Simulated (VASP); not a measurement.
# BAs2 (I4/mmm) in VASP: a series of runs

The runs below take BAs2 through single point, with PBE.

Everything below comes from runs of VASP 6.6.1. Logs are shortened: lines on timing, memory, paths and dates and some standing lists are left out, and cuts for length are marked.

**1. The cell of the first run**

Symmetry: I4/mmm, No. 139, tetragonal system. Conventional cell: a = 6.108 Å, b = 6.108 Å, c = 5.694 Å, α = 90.00°, β = 90.00°, γ = 90.00°. Within 2.7 Å of B (site symmetry 4mm) lie 4 As at 2.01 Å and 1 B at 2.53 Å. Within 2.7 Å of As (site symmetry m2m) lie 2 B at 2.01 Å and 2 As at 2.21 Å.

**2. Single point, PBE**

Input file INCAR:

```
ALGO = Normal
EDIFF = 1E-6
ENCUT = 520
GGA = PE
ISIF = 2
ISMEAR = 0
LASPH = T
LCHARG = F
LREAL = F
LWAVE = F
NBANDS = 22
NELM = 60
PREC = Accurate
SIGMA = 0.1
```

Input file KPOINTS:

```
k-points
0
Gamma
  4 4 4
```

Input file POSCAR:

```
BAs2
1.0
   -3.0541129600      3.0541129600      2.8471976600
    3.0541129600     -3.0541129600      2.8471976600
    3.0541129600      3.0541129600     -2.8471976600
B As
2 4
Direct
    0.7776095400      0.7776095400      0.0000000000
    0.2223904600      0.2223904600      0.0000000000
    0.0000000000      0.7445779100      0.7445779100
    0.0000000000      0.2554220900      0.2554220900
    0.7445779100      0.0000000000      0.7445779100
    0.2554220900      0.0000000000      0.2554220900
```

Potentials or basis: VASP PAW PBE potentials, release 64 (B, As).

Started as:

```
$ cat potpaw_PBE.64/B/POTCAR potpaw_PBE.64/As/POTCAR > POTCAR
$ mpirun -np 1 vasp_std > vasp.out
```

OUTCAR:

```text
EDIFF = 1E-6
   ENCUT = 520
   GGA = PE
   ISIF = 2
   ISMEAR = 0
   LASPH = T
   LREAL = F
   NELM = 60
   PREC = Accurate

 ion  position               nearest neighbor table
   1  0.778  0.778  0.000-   3 2.01   4 2.01   5 2.01   6 2.01
   2  0.222  0.222  0.000-   3 2.01   4 2.01   5 2.01   6 2.01
   3  0.000  0.745  0.745-   1 2.01   2 2.01   6 2.21   5 2.21
   4  0.000  0.255  0.255-   1 2.01   2 2.01   6 2.21   5 2.21
   5  0.745  0.000  0.745-   1 2.01   2 2.01   4 2.21   3 2.21
   6  0.255  0.000  0.255-   1 2.01   2 2.01   4 2.21   3 2.21

  LATTYP: Found a body centered tetragonal cell.
 ALAT       =     6.1082259200
 C/A-ratio  =     0.9322502793

  Lattice vectors:

 A1 = (  -3.0541129600,   3.0541129600,   2.8471976600)
 A2 = (   3.0541129600,  -3.0541129600,   2.8471976600)
 A3 = (   3.0541129600,   3.0541129600,  -2.8471976600)

Analysis of symmetry for initial positions (statically):
=====================================================================
 Subroutine PRICEL returns:
 Original cell was already a primitive cell.

 Routine SETGRP: Setting up the symmetry group for a
 body centered tetragonal supercell.

 Subroutine GETGRP returns: Found 16 space group operations
 (whereof 16 operations were pure point group operations)
 out of a pool of 16 trial point group operations.

The static configuration has the point symmetry D_4h.

Analysis of symmetry for dynamics (positions and initial velocities):
=====================================================================
 Subroutine PRICEL returns:
 Original cell was already a primitive cell.

 Routine SETGRP: Setting up the symmetry group for a
 body centered tetragonal supercell.

 Subroutine GETGRP returns: Found 16 space group operations
 (whereof 16 operations were pure point group operations)
 out of a pool of 16 trial point group operations.

The dynamic configuration has the point symmetry D_4h.

 Subroutine INISYM returns: Found 16 space group operations
 (whereof 16 operations are pure point group operations),
 and found     1 'primitive' translations

----------------------------------------------------------------------------------------

                                     Primitive cell

  volume of cell :     106.2302

  direct lattice vectors                    reciprocal lattice vectors
    -3.054112960  3.054112960  2.847197660     0.000000000  0.163713656  0.175611271
     3.054112960 -3.054112960  2.847197660     0.163713656  0.000000000  0.175611271
     3.054112960  3.054112960 -2.847197660     0.163713656  0.163713656  0.000000000

  length of vectors
     5.173175665  5.173175665  5.173175665     0.240086401  0.240086401  0.231526073

  position of ions in fractional coordinates (direct lattice)
     0.777609540  0.777609540  0.000000000
     0.222390460  0.222390460  0.000000000
     0.000000000  0.744577910  0.744577910
     0.000000000  0.255422090  0.255422090
     0.744577910  0.000000000  0.744577910
     0.255422090  0.000000000  0.255422090

  ion indices of the primitive-cell ions
   primitive index   ion index
                 1           1
                 2           2
                 3           3
                 4           4
                 5           5
                 6           6

----------------------------------------------------------------------------------------

 KPOINTS: k-points

Automatic generation of k-mesh.
 Grid dimensions read from file:
 generate k-points for:    4    4    4

 Generating k-lattice:

  Cartesian coordinates                     Fractional coordinates (reciprocal lattice)
     0.000000000  0.040928414  0.043902818     0.250000000  0.000000000 -0.000000000
     0.040928414  0.000000000  0.043902818     0.000000000  0.250000000 -0.000000000
     0.040928414  0.040928414  0.000000000     0.000000000  0.000000000  0.250000000

  Length of vectors
     0.060021600  0.060021600  0.057881518

  Shift w.r.t. Gamma in fractional coordinates (k-lattice)
     0.000000000  0.000000000  0.000000000

 Subroutine IBZKPT returns following result:
 ===========================================

 Found     13 irreducible k-points:

 Following reciprocal coordinates:
            Coordinates               Weight
  0.000000  0.000000  0.000000      1.000000
  0.250000  0.000000  0.000000      8.000000
  0.500000  0.000000  0.000000      4.000000
  0.250000  0.250000  0.000000      8.000000
  0.500000  0.250000 -0.000000     16.000000
 -0.250000  0.250000  0.000000      4.000000
  0.500000  0.500000  0.000000      2.000000
  0.250000  0.250000  0.250000      2.000000
 -0.250000  0.250000  0.250000      4.000000
  0.500000  0.500000  0.250000      4.000000
 -0.250000  0.500000  0.250000      8.000000
 -0.250000 -0.250000  0.250000      2.000000
  0.500000  0.500000  0.500000      1.000000
   k-points           NKPTS =     13   k-points in BZ     NKDIM =     13   number of bands    NBANDS=     22
   number of dos      NEDOS =    301   number of ions     NIONS =      6
   total plane-waves  NPLWV =  64000
   dimension x,y,z NGX =    40 NGY =   40 NGZ =   40
   dimension x,y,z NGXF=    80 NGYF=   80 NGZF=   80
   ions per type =               2   4
   NGX,Y,Z   is equivalent  to a cutoff of  12.85, 12.85, 12.85 a.u.
   NGXF,Y,Z  is equivalent  to a cutoff of  25.71, 25.71, 25.71 a.u.
 SYSTEM =  unknown system
   PREC   = accura    normal or accurate (medium, high low for compatibility)
   ISTART =      0    job   : 0-new  1-cont  2-samecut
   ICHARG =      2    charge: 1-file 2-atom 10-const
   ISPIN  =      1    spin polarized calculation?
   LNONCOLLINEAR =      F non collinear calculations
   LSORBIT =      F    spin-orbit coupling
   LASPH  =      T    aspherical Exc in radial PAW
   ENCUT  =  520.0 eV  38.22 Ry    6.18 a.u.   9.62  9.62  9.62*2*pi/ulx,y,z
   NELM   =     60;   NELMIN=  2; NELMDL= -5     # of ELM steps
   EDIFF  = 0.1E-05   stopping-criterion for ELM
   LREAL  =      F    real-space projection
   EDIFFG = 0.1E-04   stopping-criterion for IOM
   NSW    =      0    number of steps for IOM
   IBRION =     -1    ionic relax: 0-MD 1-quasi-New 2-CG
   NFREE  =      0    steps in history (QN), initial steepest desc. (CG)
   ISIF   =      2    stress and relaxation
   ISYM   =      2    0-nonsym 1-usesym 2-fastsym
   POTIM  = 0.5000    time-step for ionic-motion
   TEBEG  =    0.0;   TEEND  =   0.0 temperature during run
   PSTRESS=    0.0 pullay stress
   NELECT =      26.0000    total number of electrons
   NUPDOWN=      -1.0000    fix difference up-down
   EMIN   =  10.00;   EMAX   =-10.00  energy-range for DOS
   EFERMI =   0.00;   METHOD = LEGACY
   ISMEAR =     0;   SIGMA  =   0.10  broadening in eV -4-tet -1-fermi 0-gaus
   EFERMI_NEDOS =   21; number of points for ismear=-14 and -15
   IALGO  =     38    algorithm
   IMIX   =      4    mixing-type and parameters
     AMIX     =   0.40;   BMIX     =  1.00
     AMIX_MAG =   1.60;   BMIX_MAG =  1.00
  volume/ion in A,a.u.               =      17.71       119.48
  Fermi-wavevector in a.u.,A,eV,Ry     =   1.024039  1.935154 14.267841  1.048657
  Thomas-Fermi vector in A             =   2.157805
   LORBIT       =      0    0 simple, 1 ext, 2 COOP (PROOUT), +10 PAW based schemes
   GGA     = PE    functional components
   LHFCALC =     F    Hartree Fock is set to
   AEXX    =    0.0000 exact exchange contribution
   IVDW    =     0    specifies the selected vdW correction
   LEPSILON=     F    determine dielectric tensor
   LRPA    =     F    only Hartree local field effects (RPA)
 non-spin polarized calculation
 Gauss-broadening in eV      SIGMA  =   0.10
  energy-cutoff  :      520.00
  volume of cell :      106.23
 maximum number of plane-waves:      2892
 NGX is ok and might be reduce to    40
   NGX = 19   NGY = 19   NGZ = 19

 number of electron      25.9999998 magnetization

 Free energy of the ion-electron system (eV)
  ---------------------------------------------------
  ext. energy  EPLUGINS =         0.00000000
  ---------------------------------------------------
  free energy    TOTEN  =       -21.54760662 eV

  energy without entropy =      -21.52092907  energy(sigma->0) =      -21.53426785

 E-fermi :   5.2959     XC(G=0):  -9.7530

 val. band max:        5.2731776156   @ k =   0.5000   0.2500  -0.0000
 cond. band min:       5.2995838049   @ k =   0.2500   0.0000   0.0000
 fundamental gap:      0.0264061893
 Fermi energy:         5.2958551124

 k-point     1 :       0.0000    0.0000    0.0000
  band No.  band energies     occupation
      1     -13.7429      2.00000
      2      -7.7050      2.00000
      3      -7.7050      2.00000
      4      -3.5825      2.00000
      5      -3.4575      2.00000
      6      -2.7334      2.00000
[... 14 lines left out ...]
     21      11.9176      0.00000
     22      12.8203      0.00000

 k-point     2 :       0.2500    0.0000    0.0000
  band No.  band energies     occupation
      1     -13.6523      2.00000
      2      -8.0576      2.00000
      3      -7.8311      2.00000
      4      -4.0139      2.00000
      5      -3.1788      2.00000
      6      -2.2843      2.00000
[... 14 lines left out ...]
     21      11.0159      0.00000
     22      11.2852      0.00000

 k-point     3 :       0.5000    0.0000    0.0000
  band No.  band energies     occupation
      1     -13.5555      2.00000
      2      -8.3763      2.00000
      3      -7.9476      2.00000
      4      -4.1569      2.00000
      5      -3.5257      2.00000
      6      -1.2348      2.00000
[... 14 lines left out ...]
     21       9.9096      0.00000
     22      11.7801      0.00000
[... 201 lines left out ...]
 k-point    12 :      -0.2500   -0.2500    0.2500
  band No.  band energies     occupation
      1     -13.5900      2.00000
      2      -7.9671      2.00000
      3      -7.9671      2.00000
      4      -4.5444      2.00000
      5      -3.8175      2.00000
      6      -2.2330      2.00000
[... 14 lines left out ...]
     21      10.0177      0.00000
     22      11.3609      0.00000

 k-point    13 :       0.5000    0.5000    0.5000
  band No.  band energies     occupation
      1     -13.4438      2.00000
      2      -8.2278      2.00000
      3      -8.2278      2.00000
      4      -4.5658      2.00000
      5      -4.5234      2.00000
      6      -1.8882      2.00000
[... 14 lines left out ...]
     21       9.3774      0.00000
     22       9.9176      0.00000

------------------------ aborting loop because EDIFF is reached ----------------------------------------

  FORCE on cell =-STRESS in cart. coord.  units (eV):
  Direction    XX          YY          ZZ          XY          YZ          ZX
  --------------------------------------------------------------------------------------
  -------------------------------------------------------------------------------------
  Total       31.8149373     31.8149373      7.2135202      0.0000000      0.0000000      0.0000000
  in kB      479.8371324    479.8371324    108.7952742      0.0000000      0.0000000      0.0000000
  external PRESSURE =     356.1565130 kB  Pullay stress =       0.0000000 kB

 VOLUME and BASIS-vectors are now :
 -----------------------------------------------------------------------------
  energy-cutoff  :      520.00
  volume of cell :      106.23
      direct lattice vectors                 reciprocal lattice vectors
    -3.054112960  3.054112960  2.847197660     0.000000000  0.163713656  0.175611271
     3.054112960 -3.054112960  2.847197660     0.163713656  0.000000000  0.175611271
     3.054112960  3.054112960 -2.847197660     0.163713656  0.163713656  0.000000000

 POSITION                                       TOTAL-FORCE (eV/Angst)
 -----------------------------------------------------------------------------------
      0.00000      0.00000      4.42802         0.000000      0.000000     -3.969268
      0.00000      0.00000      1.26638        -0.000000     -0.000000      3.969268
      4.54805      0.00000      0.00000        -8.625455     -0.000000      0.000000
      1.56018      0.00000      0.00000         8.625455      0.000000      0.000000
      0.00000      4.54805      0.00000        -0.000000     -8.625455      0.000000
      0.00000      1.56018      0.00000         0.000000      8.625455      0.000000
 -----------------------------------------------------------------------------------
    total drift:                                0.000000      0.000000     -0.000000

  FREE ENERGIE OF THE ION-ELECTRON SYSTEM (eV)
  ---------------------------------------------------
  free  energy   TOTEN  =       -21.5476066204 eV

  energy  without entropy=      -21.5209290713  energy(sigma->0) =      -21.53426785
```

It took 34 s on 1 thread of Intel Xeon 6975P-C (Granite Rapids), shared host; peak memory 0.23 GiB.

Results:

```yaml
Free_energy: -21.5476 eV
Pressure: 35.6 GPa
Largest_force: 8.625 eV/Å
Band_gap_on_the_k_mesh: zero (band 13 reaches 5.94 eV, above the bottom of band 14 at 4.43 eV)
```

Forces on the atoms (eV/Å):
```
B    0.000  0.000 -3.969
B    0.000  0.000  3.969
As  -8.625  0.000  0.000
As   8.625  0.000  0.000
As   0.000 -8.625  0.000
As   0.000  8.625  0.000
```

Stress tensor (GPa, compression positive):
```
47.98  0.00  0.00
 0.00 47.98  0.00
 0.00  0.00 10.88
```

Levels at points of the mesh, in eV from the Fermi level:
| k point | band 9 | band 10 | band 11 | band 12 | band 13 | band 14 | band 15 | band 16 | band 17 | band 18 |
| --- | --- | --- | --- | --- | --- | --- | --- | --- | --- | --- |
| (0.00, 0.00, 0.00) | -5.31 | -3.04 | -2.07 | -1.87 | -1.87 | -0.86 | -0.86 | 1.99 | 3.10 | 3.40 |
| (0.50, 0.00, 0.00) | -4.57 | -4.38 | -1.55 | -1.43 | -1.27 | 0.48 | 0.92 | 1.25 | 2.90 | 3.41 |
| (0.50, 0.50, 0.00) | -5.25 | -4.28 | -4.02 | -2.98 | 0.64 | 0.88 | 1.13 | 2.12 | 2.95 | 3.01 |
| (0.50, 0.50, 0.50) | -4.35 | -3.19 | -0.98 | -0.98 | 0.17 | 0.17 | 0.29 | 2.35 | 2.73 | 3.60 |

Caveat: the k points lie up to 0.38 Å⁻¹ apart; forces of over 1 eV/Å act on the atoms, so gaps and moduli don't describe the material at rest.

**3. Single point, PBE**

This run uses another cell than the first one, of 19.31 Å³/atom, 1.091 times its volume.

Input file INCAR:

```
ALGO = Normal
EDIFF = 1E-6
ENCUT = 520
GGA = PE
ISIF = 2
ISMEAR = 0
LASPH = True
LCHARG = True
LELF = True
LREAL = False
LVHAR = True
LWAVE = False
NBANDS = 22
NELM = 80
PREC = Accurate
SIGMA = 0.1
```

KPOINTS is that of step 2.

Input file POSCAR:

```
BAs2
1.0
   -3.6995261178      3.6995261178      2.1163912353
    3.6995261178     -3.6995261178      2.1163912353
    3.6995261178      3.6995261178     -2.1163912353
B As
2 4
Direct
    0.6937469522      0.6937469522      0.0000000000
    0.3062530478      0.3062530478      0.0000000000
    0.0000000000      0.7542394150      0.7542394150
    0.0000000000      0.2457605850      0.2457605850
    0.7542394150      0.0000000000      0.7542394150
    0.2457605850      0.0000000000      0.2457605850
```

Potentials or basis: VASP PAW PBE potentials, release 64 (B, As).

Started as:

```
$ cat potpaw_PBE.64/B/POTCAR potpaw_PBE.64/As/POTCAR > POTCAR
$ mpirun -np 1 vasp_std > vasp.out
```

It took 43 s on 1 thread of Intel Xeon 6975P-C (Granite Rapids), shared host; peak memory 0.23 GiB.

The run converged. Its results:

* Free energy: -29.0033 eV
* Pressure: 0.3 GPa
* Largest force: 0.076 eV/Å
* Band gap on the k mesh: zero (band 13 reaches 4.34 eV, above the bottom of band 14 at 4.11 eV)

Forces in eV/Å, atoms in the order of the input:
```
B    0.000  0.000 -0.036
B    0.000  0.000  0.036
As  -0.076  0.000  0.000
As   0.076  0.000  0.000
As   0.000 -0.076  0.000
As   0.000  0.076  0.000
```

Stress tensor (GPa, compression positive):
```
0.36 0.00 0.00
0.00 0.36 0.00
0.00 0.00 0.11
```

Levels at points of the mesh, in eV from the Fermi level:
```
           k point  band 11  band 12  band 13  band 14  band 15  band 16
(0.00, 0.00, 0.00)    -2.42    -2.42    -0.55     0.08     0.08     2.06
(0.50, 0.00, 0.00)    -2.39    -2.11    -0.17     0.30     0.97     1.52
(0.50, 0.50, 0.00)    -2.27    -1.53    -0.95     1.02     1.09     2.33
(0.50, 0.50, 0.50)    -1.92    -1.92    -0.18    -0.18     0.77     1.60
```

Caveat: the k points lie up to 0.43 Å⁻¹ apart.
